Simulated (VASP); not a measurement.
# WSe2 in VASP: further runs, part 2 of 2

VASP 6.6.1. Earlier steps stand in the parts before.

**3. Relaxation of the atoms, PBEsol (strain along c alone, the other axes held: -2.0 %)**

INCAR

```
ALGO     = Normal         # electronic algorithm
EDIFF    = 1E-6           # SCF threshold, eV
EDIFFG   = -0.008         # ionic threshold
ENCUT    = 520            # plane-wave cutoff, eV
GGA      = PS             # functional
IBRION   = 2              # ionic algorithm
ISIF     = 2              # what is computed and relaxed
ISMEAR   = 0              # smearing method
LASPH    = T              # aspherical terms in the spheres
LCHARG   = F              # write CHGCAR
LREAL    = F              # projectors in reciprocal space
LWAVE    = F              # write WAVECAR
NELM     = 100            # most SCF steps
NSW      = 60             # ionic steps
PREC     = Accurate       # precision mode
SIGMA    = 0.02           # smearing width, eV
```

KPOINTS

```
k-points
0
Gamma
  12 12 2
```

POSCAR

```
WSe2
1.0
    3.2702526708      0.0000000000      0.0000000000
   -1.6351263354      2.8321218897      0.0000000000
    0.0000000000      0.0000000000     16.3279925445
W Se
1 2
Direct
    0.0000000000      0.0000000000      0.0000000000
    0.3333333333      0.6666666667      0.1003992730
    0.3333333333      0.6666666667      0.8996007270
```

Potentials or basis: VASP PAW PBE potentials, release 64 (W_sv, Se).

On the command line:

```
cat potpaw_PBE.64/W_sv/POTCAR potpaw_PBE.64/Se/POTCAR > POTCAR
mpirun -np 1 vasp_std > vasp.out
```

OUTCAR:

```text
EDIFF = 1E-6
   EDIFFG = -0.008
   ENCUT = 520
   GGA = PS
   IBRION = 2
   ISIF = 2
   ISMEAR = 0
   LASPH = T
   LREAL = F
   NELM = 100
   NSW = 60
   PREC = Accurate

 ion  position               nearest neighbor table
   1  0.000  0.000  0.000-   2 2.50   3 2.50   2 2.50   3 2.50   2 2.50   3 2.50
   2  0.333  0.667  0.100-   1 2.50   1 2.50   1 2.50
   3  0.333  0.667  0.900-   1 2.50   1 2.50   1 2.50

  LATTYP: Found a hexagonal cell.
 ALAT       =     3.2702526708
 C/A-ratio  =     4.9928840943

  Lattice vectors:

 A1 = (   3.2702526708,   0.0000000000,   0.0000000000)
 A2 = (  -1.6351263354,   2.8321218897,   0.0000000000)
 A3 = (   0.0000000000,   0.0000000000,  16.3279925445)

Analysis of symmetry for initial positions (statically):
=====================================================================
 Subroutine PRICEL returns:
 Original cell was already a primitive cell.

 Routine SETGRP: Setting up the symmetry group for a
 hexagonal supercell.

 Subroutine GETGRP returns: Found 12 space group operations
 (whereof 12 operations were pure point group operations)
 out of a pool of 24 trial point group operations.

The static configuration has the point symmetry D_3h.

Analysis of symmetry for dynamics (positions and initial velocities):
=====================================================================
 Subroutine PRICEL returns:
 Original cell was already a primitive cell.

 Routine SETGRP: Setting up the symmetry group for a
 hexagonal supercell.

 Subroutine GETGRP returns: Found 12 space group operations
 (whereof 12 operations were pure point group operations)
 out of a pool of 24 trial point group operations.

The dynamic configuration has the point symmetry D_3h.

 Subroutine INISYM returns: Found 12 space group operations
 (whereof 12 operations are pure point group operations),
 and found     1 'primitive' translations

----------------------------------------------------------------------------------------

                                     Primitive cell

  volume of cell :     151.2259

  direct lattice vectors                    reciprocal lattice vectors
     3.270252671  0.000000000  0.000000000     0.305786770  0.176546074  0.000000000
    -1.635126335  2.832121890  0.000000000     0.000000000  0.353092147  0.000000000
     0.000000000  0.000000000 16.327992544     0.000000000  0.000000000  0.061244516

  length of vectors
     3.270252671  3.270252671 16.327992544     0.353092147  0.353092147  0.061244516

  position of ions in fractional coordinates (direct lattice)
     0.000000000  0.000000000  0.000000000
     0.333333333  0.666666667  0.100399273
     0.333333333  0.666666667  0.899600727

  ion indices of the primitive-cell ions
   primitive index   ion index
                 1           1
                 2           2
                 3           3

----------------------------------------------------------------------------------------

 KPOINTS: k-points

Automatic generation of k-mesh.
 Grid dimensions read from file:
 generate k-points for:   12   12    2

 Generating k-lattice:

  Cartesian coordinates                     Fractional coordinates (reciprocal lattice)
[... 21 lines left out ...]
  0.333333  0.000000  0.000000      6.000000
  0.416667 -0.000000  0.000000      6.000000
[... 16 lines left out ...]
  0.250000 -0.000000  0.500000      6.000000
  0.333333  0.000000  0.500000      6.000000
 [... further k-points ...]
   k-points           NKPTS =     38   k-points in BZ     NKDIM =     38   number of bands    NBANDS=     17
   number of dos      NEDOS =    301   number of ions     NIONS =      3
   total plane-waves  NPLWV =  72576
   dimension x,y,z NGX =    24 NGY =   24 NGZ =  126
   dimension x,y,z NGXF=    48 NGYF=   48 NGZF=  252
   ions per type =               1   2
   NGX,Y,Z   is equivalent  to a cutoff of  12.20, 12.20, 12.83 a.u.
   NGXF,Y,Z  is equivalent  to a cutoff of  24.40, 24.40, 25.66 a.u.
 SYSTEM =  unknown system
   PREC   = accura    normal or accurate (medium, high low for compatibility)
   ISTART =      0    job   : 0-new  1-cont  2-samecut
   ICHARG =      2    charge: 1-file 2-atom 10-const
   ISPIN  =      1    spin polarized calculation?
   LNONCOLLINEAR =      F non collinear calculations
   LSORBIT =      F    spin-orbit coupling
   LASPH  =      T    aspherical Exc in radial PAW
   ENCUT  =  520.0 eV  38.22 Ry    6.18 a.u.   6.08  6.08 30.36*2*pi/ulx,y,z
   NELM   =    100;   NELMIN=  2; NELMDL= -5     # of ELM steps
   EDIFF  = 0.1E-05   stopping-criterion for ELM
   LREAL  =      F    real-space projection
   EDIFFG = -.8E-02   stopping-criterion for IOM
   NSW    =     60    number of steps for IOM
   IBRION =      2    ionic relax: 0-MD 1-quasi-New 2-CG
   NFREE  =      1    steps in history (QN), initial steepest desc. (CG)
   ISIF   =      2    stress and relaxation
   ISYM   =      2    0-nonsym 1-usesym 2-fastsym
   POTIM  = 0.5000    time-step for ionic-motion
   TEBEG  =    0.0;   TEEND  =   0.0 temperature during run
   PSTRESS=    0.0 pullay stress
   NELECT =      26.0000    total number of electrons
   NUPDOWN=      -1.0000    fix difference up-down
   EMIN   =  10.00;   EMAX   =-10.00  energy-range for DOS
   EFERMI =   0.00;   METHOD = LEGACY
   ISMEAR =     0;   SIGMA  =   0.02  broadening in eV -4-tet -1-fermi 0-gaus
   EFERMI_NEDOS =   21; number of points for ismear=-14 and -15
   IALGO  =     38    algorithm
   IMIX   =      4    mixing-type and parameters
     AMIX     =   0.40;   BMIX     =  1.00
     AMIX_MAG =   1.60;   BMIX_MAG =  1.00
  volume/ion in A,a.u.               =      50.41       340.17
  Fermi-wavevector in a.u.,A,eV,Ry     =   0.910313  1.720242 11.274729  0.828669
  Thomas-Fermi vector in A             =   2.034460
   LORBIT       =      0    0 simple, 1 ext, 2 COOP (PROOUT), +10 PAW based schemes
   GGA     = PS    functional components
   LHFCALC =     F    Hartree Fock is set to
   AEXX    =    0.0000 exact exchange contribution
   IVDW    =     0    specifies the selected vdW correction
   LEPSILON=     F    determine dielectric tensor
   LRPA    =     F    only Hartree local field effects (RPA)
 conjugate gradient relaxation of ions
 non-spin polarized calculation
 Gauss-broadening in eV      SIGMA  =   0.02
  energy-cutoff  :      520.00
  volume of cell :      151.23
 maximum number of plane-waves:      4128
   NGX = 13   NGY = 13   NGZ = 61

--------------------------------------- Ionic step        1  -------------------------------------------

 number of electron      26.0000001 magnetization

 Free energy of the ion-electron system (eV)
  ---------------------------------------------------
  ext. energy  EPLUGINS =         0.00000000
  ---------------------------------------------------
  free energy    TOTEN  =       -23.21015120 eV

  energy without entropy =      -23.21015120  energy(sigma->0) =      -23.21015120

------------------------ aborting loop because EDIFF is reached ----------------------------------------

  FORCE on cell =-STRESS in cart. coord.  units (eV):
  Direction    XX          YY          ZZ          XY          YZ          ZX
  --------------------------------------------------------------------------------------
  -------------------------------------------------------------------------------------
  Total        0.9383862      0.9383862      2.2549512      0.0000000      0.0000000      0.0000000
  in kB        9.9418258      9.9418258     23.8903041      0.0000000      0.0000000      0.0000000
  external PRESSURE =      14.5913185 kB  Pullay stress =       0.0000000 kB
[... 61 lines left out ...]
--------------------------------------- Ionic step        3  -------------------------------------------

 number of electron      26.0000003 magnetization

 Free energy of the ion-electron system (eV)
  ---------------------------------------------------
  ext. energy  EPLUGINS =         0.00000000
  ---------------------------------------------------
  free energy    TOTEN  =       -23.23514332 eV

  energy without entropy =      -23.23514332  energy(sigma->0) =      -23.23514332

 E-fermi :  -0.5736     XC(G=0):  -4.9793

 val. band max:       -0.7291642020   @ k =   0.3333   0.3333   0.0000
 cond. band min:       0.9469016216   @ k =   0.1667   0.1667   0.0000
 fundamental gap:      1.6760658236
 Fermi energy:        -0.5735989337

 k-point     1 :       0.0000    0.0000    0.0000
  band No.  band energies     occupation
      1     -74.6798      2.00000
      2     -38.9443      2.00000
      3     -38.7926      2.00000
      4     -38.7926      2.00000
      5     -15.6208      2.00000
      6     -14.3309      2.00000
[... 457 lines left out ...]
      4     -38.8369      2.00000
      5     -14.1925      2.00000
      6     -13.6252      2.00000
[... 9 lines left out ...]
     16       2.5579      0.00000
     17       3.6090      0.00000

 [... further k-points ...]
[... 5 lines left out ...]
  --------------------------------------------------------------------------------------
  -------------------------------------------------------------------------------------
  Total        0.0685672      0.0685672      0.0073563      0.0000000      0.0000000     -0.0000000
  in kB        0.7264425      0.7264425      0.0779371      0.0000000      0.0000000     -0.0000000
  external PRESSURE =       0.5102740 kB  Pullay stress =       0.0000000 kB
[... 18 lines left out ...]
  FREE ENERGIE OF THE ION-ELECTRON SYSTEM (eV)
  ---------------------------------------------------
  free  energy   TOTEN  =       -23.2351433224 eV

  energy  without entropy=      -23.2351433224  energy(sigma->0) =      -23.23514332

 reached required accuracy - stopping structural energy minimisation
```

It took 3.3 min on 1 thread of Oxide Virtual Turin-like, shared host; peak memory 0.29 GiB.

Results:

| Quantity | Value |
| --- | --- |
| Free energy | -23.2351 eV |
| Energy gained by relaxing | 8.3 meV/atom |
| Ionic steps | 3 |
| Band gap on the k mesh | 1.68 eV (least direct gap 1.70 eV) |

The path:
```csv
step,energy change (eV),largest force (eV/Å),pressure (GPa)
1,0.0000,0.6909,1.46
2,-0.0248,0.0625,0.17
3,-0.0250,0.0007,0.05
```

Final structure:
```cif
data_structure
_symmetry_space_group_name_H-M 'P 1'
_symmetry_Int_Tables_number 1
_cell_length_a 3.2703
_cell_length_b 3.2703
_cell_length_c 16.3280
_cell_angle_alpha 90.000
_cell_angle_beta 90.000
_cell_angle_gamma 120.000
_cell_volume 151.23
loop_
_atom_site_label
_atom_site_type_symbol
_atom_site_fract_x
_atom_site_fract_y
_atom_site_fract_z
_atom_site_occupancy
W1 W 0.00000 0.00000 0.00000 1
Se1 Se 0.33333 0.66667 0.10266 1
Se2 Se 0.33333 0.66667 0.89734 1
```

Levels at points of the mesh, in eV from the valence-band top:
```csv
k point,band 9,band 10,band 11,band 12,band 13,band 14,band 15,band 16,band 17
"(0.00, 0.00, 0.00)",-2.33,-2.26,-1.16,-1.16,-0.43,3.06,3.06,3.25,3.25
"(0.50, 0.00, 0.00)",-4.24,-2.99,-2.19,-1.03,-0.84,2.53,2.85,3.75,4.45
"(0.00, 0.00, 0.50)",-2.33,-2.26,-1.16,-1.16,-0.43,3.06,3.06,3.25,3.25
"(0.50, 0.00, 0.50)",-4.24,-2.99,-2.19,-1.03,-0.84,2.53,2.85,3.75,4.45
```

Caveat: the cell differs from its parent crystal (strain along c alone, the other axes held: -2.0 %); the PAW data sets were made with another functional, which shifts forces and pressure a little; spin-orbit coupling is left out, which moves the levels of the heavy elements.

**4. Relaxation of the atoms, PBEsol (strain along c alone, the other axes held: +2.0 %)**

INCAR

```
PREC = Accurate
ENCUT = 520
EDIFF = 1E-6
ISMEAR = 0
SIGMA = 0.02
LREAL = False
LASPH = True
NELM = 80
ALGO = Normal
ISIF = 2
LWAVE = False
LCHARG = False
GGA = PS
IBRION = 2
NSW = 60
EDIFFG = -0.008
```

KPOINTS

```
Automatic mesh
0
Gamma
  12 12 2
```

Changes to POSCAR since step 3:

```diff
@@ -4,3 +4,3 @@
    -1.6351263354      2.8321218897      0.0000000000
-    0.0000000000      0.0000000000     16.3279925445
+    0.0000000000      0.0000000000     16.9944412198
 W Se
```

Potentials or basis: VASP PAW PBE potentials, release 64 (W_sv, Se).

On the command line:

```
cat potpaw_PBE.64/W_sv/POTCAR potpaw_PBE.64/Se/POTCAR > POTCAR
mpirun -np 1 vasp_std > vasp.out
```

OUTCAR:

```text
PREC = Accurate
   ENCUT = 520
   EDIFF = 1E-6
   ISMEAR = 0
   LREAL = False
   LASPH = True
   NELM = 80
   ISIF = 2
   GGA = PS
   IBRION = 2
   NSW = 60
   EDIFFG = -0.008

 ion  position               nearest neighbor table
   1  0.000  0.000  0.000-   2 2.54   3 2.54   2 2.54   3 2.54   2 2.54   3 2.54
   2  0.333  0.667  0.100-   1 2.54   1 2.54   1 2.54
   3  0.333  0.667  0.900-   1 2.54   1 2.54   1 2.54

  LATTYP: Found a hexagonal cell.
 ALAT       =     3.2702526708
 C/A-ratio  =     5.1966752819

  Lattice vectors:

 A1 = (   3.2702526708,   0.0000000000,   0.0000000000)
 A2 = (  -1.6351263354,   2.8321218897,   0.0000000000)
 A3 = (   0.0000000000,   0.0000000000,  16.9944412198)

Analysis of symmetry for initial positions (statically):
=====================================================================
 Subroutine PRICEL returns:
 Original cell was already a primitive cell.

 Routine SETGRP: Setting up the symmetry group for a
 hexagonal supercell.

 Subroutine GETGRP returns: Found 12 space group operations
 (whereof 12 operations were pure point group operations)
 out of a pool of 24 trial point group operations.

The static configuration has the point symmetry D_3h.

Analysis of symmetry for dynamics (positions and initial velocities):
=====================================================================
 Subroutine PRICEL returns:
 Original cell was already a primitive cell.

 Routine SETGRP: Setting up the symmetry group for a
 hexagonal supercell.

 Subroutine GETGRP returns: Found 12 space group operations
 (whereof 12 operations were pure point group operations)
 out of a pool of 24 trial point group operations.

The dynamic configuration has the point symmetry D_3h.

 Subroutine INISYM returns: Found 12 space group operations
 (whereof 12 operations are pure point group operations),
[... 125 lines left out ...]
   AEXX    =    0.0000 exact exchange contribution
   IVDW    =     0    specifies the selected vdW correction
   LEPSILON=     F    determine dielectric tensor
   LRPA    =     F    only Hartree local field effects (RPA)
 conjugate gradient relaxation of ions
 non-spin polarized calculation
 Gauss-broadening in eV      SIGMA  =   0.02
  energy-cutoff  :      520.00
  volume of cell :      157.40
 maximum number of plane-waves:      4302
   NGX = 13   NGY = 13   NGZ = 63

--------------------------------------- Ionic step        1  -------------------------------------------

 number of electron      25.9999997 magnetization

 Free energy of the ion-electron system (eV)
  ---------------------------------------------------
  ext. energy  EPLUGINS =         0.00000000
  ---------------------------------------------------
  free energy    TOTEN  =       -23.21936632 eV

  energy without entropy =      -23.21936632  energy(sigma->0) =      -23.21936632

------------------------ aborting loop because EDIFF is reached ----------------------------------------

  FORCE on cell =-STRESS in cart. coord.  units (eV):
  Direction    XX          YY          ZZ          XY          YZ          ZX
  --------------------------------------------------------------------------------------
  -------------------------------------------------------------------------------------
  Total       -0.5846228     -0.5846228     -1.7749823      0.0000000      0.0000000      0.0000000
  in kB       -5.9509488     -5.9509488    -18.0677665      0.0000000      0.0000000      0.0000000
  external PRESSURE =      -9.9898880 kB  Pullay stress =       0.0000000 kB
[... 61 lines left out ...]
--------------------------------------- Ionic step        3  -------------------------------------------

 number of electron      25.9999996 magnetization

 Free energy of the ion-electron system (eV)
  ---------------------------------------------------
  ext. energy  EPLUGINS =         0.00000000
  ---------------------------------------------------
  free energy    TOTEN  =       -23.23517043 eV

  energy without entropy =      -23.23517043  energy(sigma->0) =      -23.23517043

 E-fermi :  -0.7426     XC(G=0):  -4.7285

 val. band max:       -0.8982807957   @ k =   0.3333   0.3333   0.5000
 cond. band min:       0.7774917233   @ k =   0.1667   0.1667   0.0000
 fundamental gap:      1.6757725190
 Fermi energy:        -0.7426343576

 k-point     1 :       0.0000    0.0000    0.0000
  band No.  band energies     occupation
      1     -74.8483      2.00000
      2     -39.1128      2.00000
      3     -38.9612      2.00000
      4     -38.9612      2.00000
      5     -15.7899      2.00000
      6     -14.5002      2.00000
[... 457 lines left out ...]
      4     -39.0056      2.00000
      5     -14.3616      2.00000
      6     -13.7944      2.00000
[... 9 lines left out ...]
     16       2.3887      0.00000
     17       3.4397      0.00000

 [... further k-points ...]

------------------------ aborting loop because EDIFF is reached ----------------------------------------

  FORCE on cell =-STRESS in cart. coord.  units (eV):
  Direction    XX          YY          ZZ          XY          YZ          ZX
  --------------------------------------------------------------------------------------
  -------------------------------------------------------------------------------------
  Total        0.0577718      0.0577718     -0.0179001      0.0000000      0.0000000     -0.0000000
  in kB        0.5880660      0.5880660     -0.1822070      0.0000000      0.0000000     -0.0000000
  external PRESSURE =       0.3313083 kB  Pullay stress =       0.0000000 kB
[... 18 lines left out ...]
  FREE ENERGIE OF THE ION-ELECTRON SYSTEM (eV)
  ---------------------------------------------------
  free  energy   TOTEN  =       -23.2351704335 eV

  energy  without entropy=      -23.2351704335  energy(sigma->0) =      -23.23517043

 reached required accuracy - stopping structural energy minimisation
```

It took 2.1 min on 1 thread of Oxide Virtual Turin-like, shared host; peak memory 0.3 GiB.

What came out:

| Item | Value |
| --- | --- |
| Free energy | -23.2352 eV |
| Energy gained by relaxing | 5.3 meV/atom |
| Ionic steps | 3 |
| Band gap on the k mesh | 1.68 eV (least direct gap 1.70 eV) |

The path:
```tsv
step	energy change (eV)	largest force (eV/Å)	pressure (GPa)
1	0.0000	0.5168	-1.00
2	-0.0153	0.0917	-0.15
3	-0.0158	0.0008	0.03
```

Final structure:
```
W Se
1.0
     3.27025    0.00000    0.00000
    -1.63513    2.83212    0.00000
     0.00000    0.00000   16.99444
W Se
1 2
Direct
  0.00000 0.00000 0.00000
  0.33333 0.66667 0.09863
  0.33333 0.66667 0.90137
```

Levels at points of the mesh, in eV from the valence-band top:
| k point | band 9 | band 10 | band 11 | band 12 | band 13 | band 14 | band 15 | band 16 | band 17 |
| --- | --- | --- | --- | --- | --- | --- | --- | --- | --- |
| (0.00, 0.00, 0.00) | -2.33 | -2.26 | -1.16 | -1.16 | -0.43 | 3.06 | 3.06 | 3.25 | 3.25 |
| (0.50, 0.00, 0.00) | -4.24 | -2.99 | -2.19 | -1.03 | -0.84 | 2.53 | 2.85 | 3.75 | 4.49 |
| (0.00, 0.00, 0.50) | -2.33 | -2.26 | -1.16 | -1.16 | -0.43 | 3.06 | 3.06 | 3.25 | 3.25 |
| (0.50, 0.00, 0.50) | -4.24 | -2.99 | -2.19 | -1.03 | -0.84 | 2.53 | 2.85 | 3.75 | 4.46 |

Caveat: the cell differs from its parent crystal (strain along c alone, the other axes held: +2.0 %); the PAW data sets were made with another functional, which shifts forces and pressure a little; spin-orbit coupling is left out, which moves the levels of the heavy elements.

**5. Summary**

| cell | gap on the mesh (eV) |
| --- | --- |
| atoms relaxed from a = 3.270, b = 3.270, c = 15.662 Å, angles 90.0, 90.0, 120.0°, 3 atoms, atomic positions A | 1.68 |
| atoms relaxed from a = 3.270, b = 3.270, c = 16.328 Å, angles 90.0, 90.0, 120.0°, 3 atoms, atomic positions B | 1.68 |
| atoms relaxed from a = 3.270, b = 3.270, c = 16.994 Å, angles 90.0, 90.0, 120.0°, 3 atoms, atomic positions B | 1.68 |

Alike in all rows: task relaxation of the atoms; level PBEsol; potentials or basis VASP PAW PBE potentials, release 64 (W_sv, Se); no spin polarisation; k mesh 12 × 12 × 2; cutoff (eV) 520; smearing gaussian 0.02 eV.

Caveats: the PAW data sets were made with another functional, which shifts forces and pressure a little; spin-orbit coupling is left out, which moves the levels of the heavy elements.

Total energies depend on the potentials used, so only differences within one code and one set of settings carry meaning.
